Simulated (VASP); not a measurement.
# Si2Mo (I4/mmm) in VASP: notebook

Runs on Si2Mo. Level: LDA. Tasks: single point.

Everything below comes from runs of VASP 6.6.1. Logs are shortened: lines on timing, memory, paths and dates and some standing lists are left out, and cuts for length are marked.

## (1) The cell of the first run

Symmetry: I4/mmm, No. 139, tetragonal system. Conventional cell: a = 3.135 Å, b = 3.135 Å, c = 7.701 Å, α = 90.00°, β = 90.00°, γ = 90.00°. Mo (site symmetry 4/mmm) has 10 Si at 2.56 Å and 4 Mo at 3.13 Å within 3.4 Å. Within 3.4 Å of Si (site symmetry 4mm) lie 9 Si at 2.56 to 3.13 Å and 5 Mo at 2.56 Å.

## (2) Single point, LDA (volume scaled by 0.94)

Input file INCAR:

```
ALGO = Normal ; EDIFF = 1E-6
ENCUT = 520 ; ISIF = 2
ISMEAR = -1 ; LASPH = T
LCHARG = F ; LREAL = F
LWAVE = F ; NBANDS = 18
NELM = 80 ; PREC = Accurate
SIGMA = 0.05
```

Input file KPOINTS:

```
k-points
0
Gamma
  12 12 12
```

Input file POSCAR:

```
Si2Mo
1.0
   -1.5673377739      1.5673377739      3.8502632003
    1.5673377739     -1.5673377739      3.8502632003
    1.5673377739      1.5673377739     -3.8502632003
Mo Si
1 2
Direct
    0.0000000000      0.0000000000      0.0000000000
    0.6670000000      0.6670000000      0.0000000000
    0.3330000000      0.3330000000      0.0000000000
```

Potentials or basis: VASP PAW LDA potentials, release 64 (Mo_sv, Si).

Launch:

```bash
$ cat potpaw_LDA.64/Mo_sv/POTCAR potpaw_LDA.64/Si/POTCAR > POTCAR
$ mpirun -np 1 vasp_std > vasp.out
```

OUTCAR:

```text
EDIFF = 1E-6
   ENCUT = 520
   ISIF = 2
   ISMEAR = -1
   LASPH = T
   LREAL = F
   NELM = 80
   PREC = Accurate

 ion  position               nearest neighbor table
   1  0.000  0.000  0.000-   2 2.56   3 2.56   2 2.56   3 2.56   2 2.56   3 2.56   3 2.56   2 2.56
                             2 2.56   3 2.56
   2  0.667  0.667  0.000-   3 2.56   3 2.56   3 2.56   3 2.56   1 2.56   1 2.56   1 2.56   1 2.56
                             1 2.56   3 2.57
   3  0.333  0.333  0.000-   2 2.56   2 2.56   2 2.56   2 2.56   1 2.56   1 2.56   1 2.56   1 2.56
                             1 2.56   2 2.57

  LATTYP: Found a body centered tetragonal cell.
 ALAT       =     3.1346755478
 C/A-ratio  =     2.4565625001

  Lattice vectors:

 A1 = (  -1.5673377739,   1.5673377739,   3.8502632003)
 A2 = (   1.5673377739,  -1.5673377739,   3.8502632003)
 A3 = (   1.5673377739,   1.5673377739,  -3.8502632003)

Analysis of symmetry for initial positions (statically):
=====================================================================
 Subroutine PRICEL returns:
 Original cell was already a primitive cell.

 Routine SETGRP: Setting up the symmetry group for a
 body centered tetragonal supercell.

 Subroutine GETGRP returns: Found 16 space group operations
 (whereof 16 operations were pure point group operations)
 out of a pool of 16 trial point group operations.

The static configuration has the point symmetry D_4h.

Analysis of symmetry for dynamics (positions and initial velocities):
=====================================================================
 Subroutine PRICEL returns:
 Original cell was already a primitive cell.

 Routine SETGRP: Setting up the symmetry group for a
 body centered tetragonal supercell.

 Subroutine GETGRP returns: Found 16 space group operations
 (whereof 16 operations were pure point group operations)
 out of a pool of 16 trial point group operations.

The dynamic configuration has the point symmetry D_4h.

 Subroutine INISYM returns: Found 16 space group operations
 (whereof 16 operations are pure point group operations),
 and found     1 'primitive' translations

----------------------------------------------------------------------------------------

                                     Primitive cell

  volume of cell :      37.8334

  direct lattice vectors                    reciprocal lattice vectors
    -1.567337774  1.567337774  3.850263200     0.000000000  0.319012282  0.129861252
     1.567337774 -1.567337774  3.850263200     0.319012282  0.000000000  0.129861252
     1.567337774  1.567337774 -3.850263200     0.319012282  0.319012282  0.000000000

  length of vectors
     4.442704369  4.442704369  4.442704369     0.344431097  0.344431097  0.451151496

  position of ions in fractional coordinates (direct lattice)
     0.000000000  0.000000000  0.000000000
     0.667000000  0.667000000  0.000000000
     0.333000000  0.333000000  0.000000000

  ion indices of the primitive-cell ions
   primitive index   ion index
                 1           1
                 2           2
                 3           3

----------------------------------------------------------------------------------------

 KPOINTS: k-points

Automatic generation of k-mesh.
 Grid dimensions read from file:
 generate k-points for:   12   12   12

 Generating k-lattice:

  Cartesian coordinates                     Fractional coordinates (reciprocal lattice)
     0.000000000  0.026584357  0.010821771     0.083333333 -0.000000000  0.000000000
     0.026584357  0.000000000  0.010821771    -0.000000000  0.083333333  0.000000000
     0.026584357  0.026584357  0.000000000     0.000000000  0.000000000  0.083333333

  Length of vectors
     0.028702591  0.028702591  0.037595958

  Shift w.r.t. Gamma in fractional coordinates (k-lattice)
     0.000000000  0.000000000  0.000000000

 Subroutine IBZKPT returns following result:
 ===========================================

 Found    163 irreducible k-points:

 Following reciprocal coordinates:
            Coordinates               Weight
  0.000000  0.000000  0.000000      1.000000
  0.083333  0.000000 -0.000000      8.000000
  0.166667  0.000000 -0.000000      8.000000
  0.250000  0.000000 -0.000000      8.000000
  0.333333  0.000000 -0.000000      8.000000
  0.416667  0.000000 -0.000000      8.000000
[... 16 lines left out ...]
  0.500000  0.166667 -0.000000     16.000000
 -0.416667  0.166667  0.000000     16.000000
 [... further k-points ...]
   k-points           NKPTS =    163   k-points in BZ     NKDIM =    163   number of bands    NBANDS=     18
   number of dos      NEDOS =    301   number of ions     NIONS =      3
   total plane-waves  NPLWV =  46656
   dimension x,y,z NGX =    36 NGY =   36 NGZ =   36
   dimension x,y,z NGXF=    72 NGYF=   72 NGZF=   72
   ions per type =               1   2
   NGX,Y,Z   is equivalent  to a cutoff of  13.47, 13.47, 13.47 a.u.
   NGXF,Y,Z  is equivalent  to a cutoff of  26.94, 26.94, 26.94 a.u.
 SYSTEM =  unknown system
   PREC   = accura    normal or accurate (medium, high low for compatibility)
   ISTART =      0    job   : 0-new  1-cont  2-samecut
   ICHARG =      2    charge: 1-file 2-atom 10-const
   ISPIN  =      1    spin polarized calculation?
   LNONCOLLINEAR =      F non collinear calculations
   LSORBIT =      F    spin-orbit coupling
   LASPH  =      T    aspherical Exc in radial PAW
   ENCUT  =  520.0 eV  38.22 Ry    6.18 a.u.   8.26  8.26  8.26*2*pi/ulx,y,z
   NELM   =     80;   NELMIN=  2; NELMDL= -5     # of ELM steps
   EDIFF  = 0.1E-05   stopping-criterion for ELM
   LREAL  =      F    real-space projection
   EDIFFG = 0.1E-04   stopping-criterion for IOM
   NSW    =      0    number of steps for IOM
   IBRION =     -1    ionic relax: 0-MD 1-quasi-New 2-CG
   NFREE  =      0    steps in history (QN), initial steepest desc. (CG)
   ISIF   =      2    stress and relaxation
   ISYM   =      2    0-nonsym 1-usesym 2-fastsym
   POTIM  = 0.5000    time-step for ionic-motion
   TEBEG  =    0.0;   TEEND  =   0.0 temperature during run
   PSTRESS=    0.0 pullay stress
   NELECT =      22.0000    total number of electrons
   NUPDOWN=      -1.0000    fix difference up-down
   EMIN   =  10.00;   EMAX   =-10.00  energy-range for DOS
   EFERMI =   0.00;   METHOD = LEGACY
   ISMEAR =    -1;   SIGMA  =   0.05  broadening in eV -4-tet -1-fermi 0-gaus
   EFERMI_NEDOS =   21; number of points for ismear=-14 and -15
   IALGO  =     38    algorithm
   IMIX   =      4    mixing-type and parameters
     AMIX     =   0.40;   BMIX     =  1.00
     AMIX_MAG =   1.60;   BMIX_MAG =  1.00
  volume/ion in A,a.u.               =      12.61        85.10
  Fermi-wavevector in a.u.,A,eV,Ry     =   1.366440  2.582197 25.404225  1.867158
  Thomas-Fermi vector in A             =   2.492580
   LORBIT       =      0    0 simple, 1 ext, 2 COOP (PROOUT), +10 PAW based schemes
   GGA     = CA    functional components
   LHFCALC =     F    Hartree Fock is set to
   AEXX    =    0.0000 exact exchange contribution
   IVDW    =     0    specifies the selected vdW correction
   LEPSILON=     F    determine dielectric tensor
   LRPA    =     F    only Hartree local field effects (RPA)
 non-spin polarized calculation
  energy-cutoff  :      520.00
  volume of cell :       37.83
 maximum number of plane-waves:      1034
 NGX is ok and might be reduce to    36
   NGX = 17   NGY = 17   NGZ = 17

 number of electron      22.0000000 magnetization

 Free energy of the ion-electron system (eV)
  ---------------------------------------------------
  ext. energy  EPLUGINS =         0.00000000
  ---------------------------------------------------
  free energy    TOTEN  =       -25.77527514 eV

  energy without entropy =      -25.77319150  energy(sigma->0) =      -25.77423332

 E-fermi :  13.1629     XC(G=0): -12.8461

 val. band max:       13.0974188998   @ k =  -0.3333  -0.4167   0.3333
 cond. band min:      13.2078623891   @ k =   0.0833   0.0000  -0.0000
 fundamental gap:      0.1104434893
 Fermi energy:        13.1628975781

 k-point     1 :       0.0000    0.0000    0.0000
  band No.  band energies     occupation
      1     -47.1521      2.00000
      2     -21.5576      2.00000
      3     -21.4138      2.00000
      4     -21.4138      2.00000
      5      -0.7248      2.00000
      6       6.4447      2.00000
[... 10 lines left out ...]
     17      18.5506      0.00000
     18      18.5506      0.00000

 k-point     2 :       0.0833    0.0000   -0.0000
  band No.  band energies     occupation
      1     -47.1504      2.00000
      2     -21.5559      2.00000
      3     -21.4364      2.00000
      4     -21.4117      2.00000
      5      -0.5915      2.00000
      6       6.4698      2.00000
[... 10 lines left out ...]
     17      18.6670      0.00000
     18      19.2756      0.00000

 k-point     3 :       0.1667    0.0000   -0.0000
  band No.  band energies     occupation
      1     -47.1457      2.00000
      2     -21.5515      2.00000
      3     -21.4978      2.00000
      4     -21.4060      2.00000
      5      -0.1993      2.00000
      6       6.4765      2.00000
[... 10 lines left out ...]
     17      19.3906      0.00000
     18      20.6962      0.00000

 k-point     4 :       0.2500    0.0000   -0.0000
  band No.  band energies     occupation
      1     -47.1393      2.00000
      2     -21.5813      2.00000
      3     -21.5446      2.00000
      4     -21.3981      2.00000
      5       0.4290      2.00000
      6       6.1815      2.00000
[... 375 lines left out ...]
      4     -21.4634      2.00000
      5       2.8288      2.00000
      6       4.3902      2.00000
[... 10 lines left out ...]
     17      20.8639      0.00000
     18      22.4276      0.00000

 k-point    23 :       0.5000    0.1667   -0.0000
  band No.  band energies     occupation
      1     -47.1204      2.00000
      2     -21.7304      2.00000
      3     -21.5229      2.00000
      4     -21.4608      2.00000
      5       3.3701      2.00000
      6       3.8341      2.00000
[... 10 lines left out ...]
     17      21.0264      0.00000
     18      22.3195      0.00000

 k-point    24 :      -0.4167    0.1667    0.0000
  band No.  band energies     occupation
      1     -47.1221      2.00000
      2     -21.7091      2.00000
      3     -21.5231      2.00000
      4     -21.4632      2.00000
      5       2.3524      2.00000
      6       4.8819      2.00000
[... 10 lines left out ...]
     17      20.8121      0.00000
     18      21.8025      0.00000

 [... further k-points ...]

------------------------ aborting loop because EDIFF is reached ----------------------------------------

  FORCE on cell =-STRESS in cart. coord.  units (eV):
  Direction    XX          YY          ZZ          XY          YZ          ZX
  --------------------------------------------------------------------------------------
  -------------------------------------------------------------------------------------
  Total        2.1168101      2.1168101      2.1267385      0.0000000      0.0000000      0.0000000
  in kB       89.6431015     89.6431015     90.0635494      0.0000000      0.0000000      0.0000000
  external PRESSURE =      89.7832508 kB  Pullay stress =       0.0000000 kB

 VOLUME and BASIS-vectors are now :
 -----------------------------------------------------------------------------
  energy-cutoff  :      520.00
  volume of cell :       37.83
      direct lattice vectors                 reciprocal lattice vectors
    -1.567337774  1.567337774  3.850263200     0.000000000  0.319012282  0.129861252
     1.567337774 -1.567337774  3.850263200     0.319012282  0.000000000  0.129861252
     1.567337774  1.567337774 -3.850263200     0.319012282  0.319012282  0.000000000

 POSITION                                       TOTAL-FORCE (eV/Angst)
 -----------------------------------------------------------------------------------
      0.00000      0.00000      0.00000        -0.000000     -0.000000     -0.000000
      0.00000      0.00000      5.13625        -0.000000     -0.000000     -0.265395
      0.00000      0.00000      2.56428         0.000000      0.000000      0.265395
 -----------------------------------------------------------------------------------
    total drift:                                0.000000      0.000000     -0.000000

  FREE ENERGIE OF THE ION-ELECTRON SYSTEM (eV)
  ---------------------------------------------------
  free  energy   TOTEN  =       -25.7752751445 eV

  energy  without entropy=      -25.7731914985  energy(sigma->0) =      -25.77423332
```

Wall time 52 s (1 thread of Intel Xeon 6975P-C (Granite Rapids), shared host); peak memory 0.24 GiB.

What came out:

| Property | Result |
| --- | --- |
| Free energy | -25.7753 eV |
| Pressure | 9.0 GPa |
| Largest force | 0.265 eV/Å |
| Band gap on the k mesh | zero (band 11 reaches 13.72 eV, above the bottom of band 12 at 12.66 eV) |

Forces in eV/Å, atoms in the order of the input:
```
Mo   0.000  0.000  0.000
Si   0.000  0.000 -0.265
Si   0.000  0.000  0.265
```

Levels at points of the mesh, in eV from the Fermi level:
```
           k point  band 7  band 8  band 9  band 10  band 11  band 12  band 13  band 14  band 15  band 16
(0.00, 0.00, 0.00)   -3.36   -3.35   -2.83    -2.83     0.44     2.95     3.44     3.82     3.82     4.36
(0.50, 0.00, 0.00)   -5.17   -4.60   -2.85    -2.69    -0.60     2.45     3.12     4.40     4.49     5.61
(0.50, 0.50, 0.00)   -5.92   -5.24   -4.72    -3.32    -1.08     2.51     2.97     3.24     3.46     4.91
(0.50, 0.50, 0.50)   -3.87   -2.48   -0.65    -0.65    -0.51    -0.51     0.60     4.83     5.80     5.99
```

## (3) Single point, LDA (volume scaled by 0.96)

Input file INCAR:

```
SYSTEM = Si2Mo
  PREC = Accurate
  ENCUT = 520
  EDIFF = 1E-7
  ISMEAR = -1
  SIGMA = 0.05
  LREAL = .FALSE.
  LASPH = .TRUE.
  NELM = 60
  ALGO = Normal
  ISIF = 2
  LWAVE = .FALSE.
  LCHARG = .FALSE.
  GGA = CA
  NBANDS = 18
```

Input file KPOINTS:

```
Automatic mesh
0
G
  12 12 12
  0 0 0
```

Input file POSCAR:

```
Si2Mo
1.0
   -1.5783757276      1.5783757276      3.8773786233
    1.5783757276     -1.5783757276      3.8773786233
    1.5783757276      1.5783757276     -3.8773786233
Mo Si
1 2
Direct
    0.0000000000      0.0000000000      0.0000000000
    0.6670000000      0.6670000000      0.0000000000
    0.3330000000      0.3330000000      0.0000000000
```

Potentials or basis: VASP PAW LDA potentials, release 64 (Mo_sv, Si).

Launch:

```bash
$ cat potpaw_LDA.64/Mo_sv/POTCAR potpaw_LDA.64/Si/POTCAR > POTCAR
$ mpirun -np 1 vasp_std > vasp.out
```

Run time: 58 s. Hardware: 1 thread of Intel Xeon 6975P-C (Granite Rapids), shared host; peak memory 0.24 GiB.

It converged, with:

* Free energy: -25.8070 eV
* Pressure: 3.6 GPa
* Largest force: 0.301 eV/Å
* Band gap on the k mesh: zero (band 11 reaches 13.37 eV, above the bottom of band 12 at 12.32 eV)

Forces on the atoms (eV/Å):
```
Mo   0.000  0.000  0.000
Si   0.000  0.000 -0.301
Si   0.000  0.000  0.301
```

Stress tensor (GPa, compression positive):
```
3.84 0.00 0.00
0.00 3.84 0.00
0.00 0.00 3.18
```

Levels at points of the mesh, in eV from the Fermi level:
```csv
k point,band 7,band 8,band 9,band 10,band 11,band 12,band 13,band 14,band 15,band 16
"(0.00, 0.00, 0.00)",-3.40,-3.25,-2.77,-2.77,0.43,3.03,3.30,3.75,3.75,4.25
"(0.50, 0.00, 0.00)",-5.08,-4.54,-2.77,-2.63,-0.57,2.37,3.08,4.32,4.35,5.57
"(0.50, 0.50, 0.00)",-5.83,-5.26,-4.64,-3.23,-1.09,2.43,2.87,3.15,3.39,4.89
"(0.50, 0.50, 0.50)",-3.75,-2.42,-0.63,-0.63,-0.51,-0.51,0.58,4.74,5.53,5.98
```

## (4) Single point, LDA (volume scaled by 0.98)

Input file INCAR:

```
SYSTEM = Si2Mo
ALGO = Normal
EDIFF = 1E-6
ENCUT = 520
GGA = CA
ISIF = 2
ISMEAR = -1
LASPH = .True.
LCHARG = .False.
LREAL = .False.
LWAVE = .False.
NBANDS = 18
NELM = 80
PREC = Accurate
SIGMA = 0.05
```

Input file KPOINTS:

```
k-points
0
Gamma
  12 12 12
  0 0 0
```

Input file POSCAR:

```
Si2Mo
1.0
   -1.5892614214      1.5892614214      3.9041200105
    1.5892614214     -1.5892614214      3.9041200105
    1.5892614214      1.5892614214     -3.9041200105
Mo Si
1 2
Direct
    0.0000000000      0.0000000000      0.0000000000
    0.6670000000      0.6670000000      0.0000000000
    0.3330000000      0.3330000000      0.0000000000
```

Launch:

```bash
$ cat potpaw_LDA.64/Mo_sv/POTCAR potpaw_LDA.64/Si/POTCAR > POTCAR
$ mpirun -np 1 vasp_std > vasp.out
```

Run time: 52 s. Hardware: 1 thread of Intel Xeon 6975P-C (Granite Rapids), shared host; peak memory 0.24 GiB.

The run converged. Its results:

| Property | Result |
| --- | --- |
| Free energy | -25.8131 eV |
| Pressure | -1.2 GPa |
| Largest force | 0.334 eV/Å |
| Band gap on the k mesh | zero (band 11 reaches 13.04 eV, above the bottom of band 12 at 12.00 eV) |

Forces in eV/Å, atoms in the order of the input:
```
Mo   0.000  0.000  0.000
Si   0.000  0.000 -0.334
Si   0.000  0.000  0.334
```

Stress tensor (GPa, compression positive):
```
-0.81  0.00  0.00
 0.00 -0.81  0.00
 0.00  0.00 -2.11
```

Levels at points of the mesh, in eV from the Fermi level:
```csv
k point,band 9,band 10,band 11,band 12,band 13,band 14
"(0.00, 0.00, 0.00)",-2.71,-2.71,0.42,3.10,3.16,3.69
"(0.50, 0.00, 0.00)",-2.70,-2.57,-0.54,2.29,3.04,4.15
"(0.50, 0.50, 0.00)",-4.56,-3.14,-1.09,2.35,2.77,3.06
"(0.50, 0.50, 0.50)",-0.61,-0.61,-0.52,-0.52,0.56,4.65
```

## (5) Summary

```tsv
cell	gap on the mesh (eV)	pressure (GPa)	largest force (eV/Å)
a = 4.443 Å, angles 138.7, 138.7, 59.9°, 3 atoms	none	9.0	0.27
a = 4.474 Å, angles 138.7, 138.7, 59.9°, 3 atoms	none	3.6	0.30
a = 4.505 Å, angles 138.7, 138.7, 59.9°, 3 atoms	none	-1.2	0.33
```

Alike in all rows: task single point; level LDA; potentials or basis VASP PAW LDA potentials, release 64 (Mo_sv, Si); no spin polarisation; k mesh 12 × 12 × 12; cutoff (eV) 520; smearing fermi-dirac 0.05 eV.

Total energies depend on the potentials used, so only differences within one code and one set of settings carry meaning.
